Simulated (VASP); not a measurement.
# Si2Ni (I4/mmm) in VASP: a series of runs

Si2Ni is run at these levels: PBEsol; tasks: single point.

All numbers are computed with VASP 6.6.1; they aren't measurements. Logs are shortened: lines on timing, memory, paths and dates and some standing lists are left out, and cuts for length are marked.

## Step 1: The cell of the first run

The structure is tetragonal, space group I4/mmm (No. 139). Conventional cell: a = 3.507 Å, b = 3.507 Å, c = 5.607 Å, α = 90.00°, β = 90.00°, γ = 90.00°. Si (site symmetry -4m2) has 4 Ni at 2.25 Å and 6 Si at 2.48 to 2.80 Å within 3.0 Å. Ni (site symmetry 4/mmm) has 8 Si at 2.25 Å within 3.0 Å.

## Step 2: Single point, PBEsol (strain -0.080 along x and y, +0.040 along z)

Contents of INCAR:

```
SYSTEM = Si2Ni
PREC = Accurate ; ENCUT = 520
EDIFF = 1E-6 ; ISMEAR = 0
SIGMA = 0.15 ; LREAL = .False.
LASPH = .True. ; NELM = 60
ALGO = Normal ; ISIF = 2
LWAVE = .False. ; LCHARG = .False.
GGA = PS ; NBANDS = 16
```

Contents of KPOINTS:

```
Automatic mesh
0
Gamma
  16 16 16
  0 0 0
```

Contents of POSCAR:

```
Si2Ni
1.0
    0.0000000000      2.4800484568      2.8035330382
    2.4800484568      0.0000000000      2.8035330382
    2.4800484568      2.4800484568      0.0000000000
Si Ni
2 1
Direct
    0.2500000000      0.2500000000      0.2500000000
    0.7500000000      0.7500000000      0.7500000000
    0.0000000000      0.0000000000      0.0000000000
```

Potentials or basis: VASP PAW PBE potentials, release 64 (Si, Ni).

Started as:

```console
> cat potpaw_PBE.64/Si/POTCAR potpaw_PBE.64/Ni/POTCAR > POTCAR
> mpirun -np 1 vasp_std > vasp.out
```

OUTCAR:

```text
SYSTEM = Si2Ni
   PREC = Accurate
   ENCUT = 520
   EDIFF = 1E-6
   ISMEAR = 0
   LREAL = .False.
   LASPH = .True.
   NELM = 60
   ISIF = 2
   GGA = PS

 ion  position               nearest neighbor table
   1  0.250  0.250  0.250-   3 2.25   3 2.25   3 2.25   3 2.25   2 2.48   2 2.48   2 2.48   2 2.48
                             2 2.80   2 2.80
   2  0.750  0.750  0.750-   3 2.25   3 2.25   3 2.25   3 2.25   1 2.48   1 2.48   1 2.48   1 2.48
                             1 2.80   1 2.80
   3  0.000  0.000  0.000-   2 2.25   1 2.25   2 2.25   1 2.25   2 2.25   2 2.25   1 2.25   1 2.25

  LATTYP: Found a body centered tetragonal cell.
 ALAT       =     3.5073181629
 C/A-ratio  =     1.5986762010

  Lattice vectors:

 A1 = (  -2.4800484568,   0.0000000000,   2.8035330382)
 A2 = (   2.4800484568,   0.0000000000,   2.8035330382)
 A3 = (   0.0000000000,   2.4800484568,  -2.8035330382)

Analysis of symmetry for initial positions (statically):
=====================================================================
 Subroutine PRICEL returns:
 Original cell was already a primitive cell.

 Routine SETGRP: Setting up the symmetry group for a
 body centered tetragonal supercell.

 Subroutine GETGRP returns: Found 16 space group operations
 (whereof 16 operations were pure point group operations)
 out of a pool of 16 trial point group operations.

The static configuration has the point symmetry D_4h.

Analysis of symmetry for dynamics (positions and initial velocities):
=====================================================================
 Subroutine PRICEL returns:
 Original cell was already a primitive cell.

 Routine SETGRP: Setting up the symmetry group for a
 body centered tetragonal supercell.

 Subroutine GETGRP returns: Found 16 space group operations
 (whereof 16 operations were pure point group operations)
 out of a pool of 16 trial point group operations.

The dynamic configuration has the point symmetry D_4h.

 Subroutine INISYM returns: Found 16 space group operations
 (whereof 16 operations are pure point group operations),
 and found     1 'primitive' translations

----------------------------------------------------------------------------------------

                                     Primitive cell

  volume of cell :      34.4870

  direct lattice vectors                    reciprocal lattice vectors
     0.000000000  2.480048457  2.803533038    -0.201608964  0.201608964  0.178346391
     2.480048457  0.000000000  2.803533038     0.201608964 -0.201608964  0.178346391
     2.480048457  2.480048457  0.000000000     0.201608964  0.201608964 -0.178346391

  length of vectors
     3.743051943  3.743051943  3.507318163     0.336303113  0.336303113  0.336303113

  position of ions in fractional coordinates (direct lattice)
     0.250000000  0.250000000  0.250000000
     0.750000000  0.750000000  0.750000000
     0.000000000  0.000000000  0.000000000

  ion indices of the primitive-cell ions
   primitive index   ion index
                 1           1
                 2           2
                 3           3

----------------------------------------------------------------------------------------

 KPOINTS: Automatic mesh

Automatic generation of k-mesh.
 Grid dimensions read from file:
 generate k-points for:   16   16   16

 Generating k-lattice:

  Cartesian coordinates                     Fractional coordinates (reciprocal lattice)
    -0.012600560  0.012600560  0.011146649     0.062500000  0.000000000  0.000000000
     0.012600560 -0.012600560  0.011146649     0.000000000  0.062500000  0.000000000
     0.012600560  0.012600560 -0.011146649     0.000000000  0.000000000  0.062500000

  Length of vectors
     0.021018945  0.021018945  0.021018945

  Shift w.r.t. Gamma in fractional coordinates (k-lattice)
     0.000000000  0.000000000  0.000000000

 Subroutine IBZKPT returns following result:
 ===========================================

 Found    349 irreducible k-points:

 Following reciprocal coordinates:
            Coordinates               Weight
  0.000000  0.000000  0.000000      1.000000
  0.062500  0.000000  0.000000      8.000000
  0.125000  0.000000  0.000000      8.000000
  0.187500  0.000000  0.000000      8.000000
  0.250000  0.000000  0.000000      8.000000
  0.312500 -0.000000  0.000000      8.000000
[... 16 lines left out ...]
 -0.125000  0.062500  0.000000      8.000000
 -0.062500  0.062500  0.000000      4.000000
 [... further k-points ...]
   k-points           NKPTS =    349   k-points in BZ     NKDIM =    349   number of bands    NBANDS=     16
   number of dos      NEDOS =    301   number of ions     NIONS =      3
   total plane-waves  NPLWV =  21952
   dimension x,y,z NGX =    28 NGY =   28 NGZ =   28
   dimension x,y,z NGXF=    56 NGYF=   56 NGZF=   56
   ions per type =               2   1
   NGX,Y,Z   is equivalent  to a cutoff of  12.44, 12.44, 13.27 a.u.
   NGXF,Y,Z  is equivalent  to a cutoff of  24.87, 24.87, 26.54 a.u.
 SYSTEM =  Si2Ni
   PREC   = accura    normal or accurate (medium, high low for compatibility)
   ISTART =      0    job   : 0-new  1-cont  2-samecut
   ICHARG =      2    charge: 1-file 2-atom 10-const
   ISPIN  =      1    spin polarized calculation?
   LNONCOLLINEAR =      F non collinear calculations
   LSORBIT =      F    spin-orbit coupling
   LASPH  =      T    aspherical Exc in radial PAW
   ENCUT  =  520.0 eV  38.22 Ry    6.18 a.u.   6.96  6.96  6.52*2*pi/ulx,y,z
   NELM   =     60;   NELMIN=  2; NELMDL= -5     # of ELM steps
   EDIFF  = 0.1E-05   stopping-criterion for ELM
   LREAL  =      F    real-space projection
   EDIFFG = 0.1E-04   stopping-criterion for IOM
   NSW    =      0    number of steps for IOM
   IBRION =     -1    ionic relax: 0-MD 1-quasi-New 2-CG
   NFREE  =      0    steps in history (QN), initial steepest desc. (CG)
   ISIF   =      2    stress and relaxation
   ISYM   =      2    0-nonsym 1-usesym 2-fastsym
   POTIM  = 0.5000    time-step for ionic-motion
   TEBEG  =    0.0;   TEEND  =   0.0 temperature during run
   PSTRESS=    0.0 pullay stress
   NELECT =      18.0000    total number of electrons
   NUPDOWN=      -1.0000    fix difference up-down
   EMIN   =  10.00;   EMAX   =-10.00  energy-range for DOS
   EFERMI =   0.00;   METHOD = LEGACY
   ISMEAR =     0;   SIGMA  =   0.15  broadening in eV -4-tet -1-fermi 0-gaus
   EFERMI_NEDOS =   21; number of points for ismear=-14 and -15
   IALGO  =     38    algorithm
   IMIX   =      4    mixing-type and parameters
     AMIX     =   0.40;   BMIX     =  1.00
     AMIX_MAG =   1.60;   BMIX_MAG =  1.00
  volume/ion in A,a.u.               =      11.50        77.58
  Fermi-wavevector in a.u.,A,eV,Ry     =   1.318096  2.490840 23.638445  1.737377
  Thomas-Fermi vector in A             =   2.448090
   LORBIT       =      0    0 simple, 1 ext, 2 COOP (PROOUT), +10 PAW based schemes
   GGA     = PS    functional components
   LHFCALC =     F    Hartree Fock is set to
   AEXX    =    0.0000 exact exchange contribution
   IVDW    =     0    specifies the selected vdW correction
   LEPSILON=     F    determine dielectric tensor
   LRPA    =     F    only Hartree local field effects (RPA)
 non-spin polarized calculation
 Gauss-broadening in eV      SIGMA  =   0.15
  energy-cutoff  :      520.00
  volume of cell :       34.49
 maximum number of plane-waves:       948
   NGX = 13   NGY = 13   NGZ = 13

 number of electron      18.0000006 magnetization

 Free energy of the ion-electron system (eV)
  ---------------------------------------------------
  ext. energy  EPLUGINS =         0.00000000
  ---------------------------------------------------
  free energy    TOTEN  =       -18.53247190 eV

  energy without entropy =      -18.52394256  energy(sigma->0) =      -18.52820723

 E-fermi :  12.4676     XC(G=0): -12.3334

 val. band max:       12.4614242554   @ k =  -0.4375   0.0625   0.3750
 cond. band min:      12.4677226181   @ k =  -0.4375  -0.0000   0.3125
 fundamental gap:      0.0062983627
 Fermi energy:        12.4675830204

 k-point     1 :       0.0000    0.0000    0.0000
  band No.  band energies     occupation
      1      -2.7872      2.00000
      2       6.2521      2.00000
      3       6.2521      2.00000
      4       6.6433      2.00000
      5       7.9180      2.00000
      6       8.4183      2.00000
[... 8 lines left out ...]
     15      18.3871      0.00000
     16      19.1915      0.00000

 k-point     2 :       0.0625    0.0000    0.0000
  band No.  band energies     occupation
      1      -2.7228      2.00000
      2       6.1687      2.00000
      3       6.2777      2.00000
      4       6.6376      2.00000
      5       7.9067      2.00000
      6       8.4032      2.00000
[... 8 lines left out ...]
     15      18.3800      0.00000
     16      18.3914      0.00000

 k-point     3 :       0.1250    0.0000    0.0000
  band No.  band energies     occupation
      1      -2.5304      2.00000
      2       5.8901      2.00000
      3       6.3517      2.00000
      4       6.6483      2.00000
      5       7.8828      2.00000
      6       8.3630      2.00000
[... 8 lines left out ...]
     15      17.5040      0.00000
     16      18.1349      0.00000

 k-point     4 :       0.1875    0.0000    0.0000
  band No.  band energies     occupation
      1      -2.2118      2.00000
      2       5.4050      2.00000
      3       6.4651      2.00000
      4       6.6799      2.00000
      5       7.8726      2.00000
      6       8.3127      2.00000
[... 8 lines left out ...]
     15      17.7163      0.00000
     16      18.3983      0.00000

 k-point     5 :       0.2500    0.0000    0.0000
  band No.  band energies     occupation
      1      -1.7709      2.00000
      2       4.7327      2.00000
      3       6.6015      2.00000
      4       6.7037      2.00000
      5       7.9092      2.00000
      6       8.2738      2.00000
[... 8 lines left out ...]
     15      18.3073      0.00000
     16      19.3692      0.00000

 k-point     6 :       0.3125   -0.0000    0.0000
  band No.  band energies     occupation
      1      -1.2136      2.00000
      2       3.9109      2.00000
      3       6.6977      2.00000
      4       6.7366      2.00000
      5       8.0066      2.00000
      6       8.2683      2.00000
[... 8 lines left out ...]
     15      19.4401      0.00000
     16      20.4277      0.00000
[... 267 lines left out ...]
 k-point    21 :      -0.2500    0.0625    0.0000
  band No.  band energies     occupation
      1      -1.4827      2.00000
      2       4.2786      2.00000
      3       6.6295      2.00000
      4       6.7177      2.00000
      5       8.0876      2.00000
      6       8.1501      2.00000
[... 8 lines left out ...]
     15      18.9907      0.00000
     16      20.4047      0.00000

 k-point    22 :      -0.1875    0.0625    0.0000
  band No.  band energies     occupation
      1      -1.9776      2.00000
      2       4.9850      2.00000
      3       6.5689      2.00000
      4       6.6565      2.00000
      5       8.0154      2.00000
      6       8.1986      2.00000
[... 8 lines left out ...]
     15      18.2259      0.00000
     16      19.0481      0.00000

 k-point    23 :      -0.1250    0.0625    0.0000
  band No.  band energies     occupation
      1      -2.3518      2.00000
      2       5.5378      2.00000
      3       6.4334      2.00000
      4       6.6634      2.00000
      5       7.9747      2.00000
      6       8.2724      2.00000
[... 8 lines left out ...]
     15      17.4427      0.00000
     16      17.8036      0.00000

 k-point    24 :      -0.0625    0.0625    0.0000
  band No.  band energies     occupation
      1      -2.6010      2.00000
      2       5.9285      2.00000
      3       6.3324      2.00000
      4       6.6593      2.00000
      5       7.9466      2.00000
      6       8.3468      2.00000
[... 8 lines left out ...]
     15      17.4483      0.00000
     16      17.7728      0.00000

 [... further k-points ...]

------------------------ aborting loop because EDIFF is reached ----------------------------------------

  FORCE on cell =-STRESS in cart. coord.  units (eV):
  Direction    XX          YY          ZZ          XY          YZ          ZX
  --------------------------------------------------------------------------------------
  -------------------------------------------------------------------------------------
  Total        7.0167801      7.0167801      4.1371835      0.0000000      0.0000000     -0.0000000
  in kB      325.9811159    325.9811159    192.2026445      0.0000000      0.0000000     -0.0000000
  external PRESSURE =     281.3882921 kB  Pullay stress =       0.0000000 kB

 VOLUME and BASIS-vectors are now :
 -----------------------------------------------------------------------------
  energy-cutoff  :      520.00
  volume of cell :       34.49
      direct lattice vectors                 reciprocal lattice vectors
     0.000000000  2.480048457  2.803533038    -0.201608964  0.201608964  0.178346391
     2.480048457  0.000000000  2.803533038     0.201608964 -0.201608964  0.178346391
     2.480048457  2.480048457  0.000000000     0.201608964  0.201608964 -0.178346391

 POSITION                                       TOTAL-FORCE (eV/Angst)
 -----------------------------------------------------------------------------------
      1.24002      1.24002      1.40177        -0.000000     -0.000000      0.000000
      3.72007      3.72007      4.20530         0.000000      0.000000     -0.000000
      0.00000      0.00000      0.00000        -0.000000      0.000000      0.000000
 -----------------------------------------------------------------------------------
    total drift:                               -0.000000     -0.000000      0.000000

  FREE ENERGIE OF THE ION-ELECTRON SYSTEM (eV)
  ---------------------------------------------------
  free  energy   TOTEN  =       -18.5324718981 eV

  energy  without entropy=      -18.5239425564  energy(sigma->0) =      -18.52820723
```

Wall time 1.7 min (1 thread of Intel Xeon Platinum 8488C (Sapphire Rapids), shared host); peak memory 0.3 GiB.

Results:

```yaml
Free_energy: -18.5325 eV
Pressure: 28.1 GPa
Band_gap_on_the_k_mesh: zero (bands 9 and 10 overlap by 2.13 eV)
```

Levels at points of the mesh, in eV from the Fermi level:
| k point | band 7 | band 8 | band 9 | band 10 | band 11 | band 12 |
| --- | --- | --- | --- | --- | --- | --- |
| (0.00, 0.00, 0.00) | 0.87 | 1.01 | 1.37 | 1.37 | 2.44 | 2.48 |
| (0.50, 0.00, 0.00) | -3.85 | -2.47 | -1.27 | 1.21 | 2.03 | 2.27 |
| (0.50, 0.50, 0.00) | -4.43 | -4.43 | -3.70 | 0.60 | 1.46 | 7.61 |
| (0.50, 0.00, 0.50) | -4.22 | -4.02 | -3.56 | -0.55 | 0.89 | 7.42 |

Caveat: the cell differs from its parent crystal (strain -0.080 along x and y, +0.040 along z); the cell stands under pressure; the PAW data sets were made with another functional, which shifts forces and pressure a little. Spin polarisation is off, so any magnetic state and its effect on volume and gap are missing.

## Step 3: Single point, PBEsol (strain -0.080 along x and y, +0.080 along z)

Contents of INCAR:

```
SYSTEM = Si2Ni
PREC     = Accurate       ! precision mode
ENCUT    = 520            ! plane-wave cutoff, eV
EDIFF    = 1E-6           ! SCF threshold, eV
ISMEAR   = 0              ! smearing method
SIGMA    = 0.15           ! smearing width, eV
LREAL    = .False.        ! projectors in reciprocal space
LASPH    = .True.         ! aspherical terms in the spheres
NELM     = 100            ! most SCF steps
ALGO     = Normal         ! electronic algorithm
ISIF     = 2              ! what is computed and relaxed
LWAVE    = .False.        ! write WAVECAR
LCHARG   = .False.        ! write CHGCAR
GGA      = PS             ! functional
NBANDS   = 16             ! bands
```

KPOINTS is that of step 2.

Contents of POSCAR:

```
Si2Ni
1.0
    0.0000000000      2.4800484568      2.9113612320
    2.4800484568      0.0000000000      2.9113612320
    2.4800484568      2.4800484568      0.0000000000
Si Ni
2 1
Direct
    0.2500000000      0.2500000000      0.2500000000
    0.7500000000      0.7500000000      0.7500000000
    0.0000000000      0.0000000000      0.0000000000
```

Potentials or basis: VASP PAW PBE potentials, release 64 (Si, Ni).

Started as:

```console
> cat potpaw_PBE.64/Si/POTCAR potpaw_PBE.64/Ni/POTCAR > POTCAR
> mpirun -np 1 vasp_std > vasp.out
```

Run time: 1.7 min. Hardware: 1 thread of Intel Xeon Platinum 8488C (Sapphire Rapids), shared host; peak memory 0.31 GiB.

The run converged. Its results:

- Free energy: -18.6435 eV
- Pressure: 18.9 GPa
- Band gap on the k mesh: zero (bands 9 and 10 overlap by 2.07 eV)

Stress tensor (GPa, compression positive):
```
24.41  0.00  0.00
 0.00 24.41  0.00
 0.00  0.00  8.01
```

Levels at points of the mesh, in eV from the Fermi level:
```tsv
k point	band 7	band 8	band 9	band 10	band 11	band 12
(0.00, 0.00, 0.00)	0.44	0.85	1.25	1.25	2.17	2.83
(0.50, 0.00, 0.00)	-3.44	-2.48	-0.94	1.02	2.11	2.48
(0.50, 0.50, 0.00)	-4.11	-4.11	-3.34	0.81	1.73	7.75
(0.50, 0.00, 0.50)	-3.94	-3.59	-3.15	-0.59	1.04	6.78
```

Caveat: the cell differs from its parent crystal (strain -0.080 along x and y, +0.080 along z); the cell stands under pressure; the PAW data sets were made with another functional, which shifts forces and pressure a little. Spin polarisation is off, so any magnetic state and its effect on volume and gap are missing.
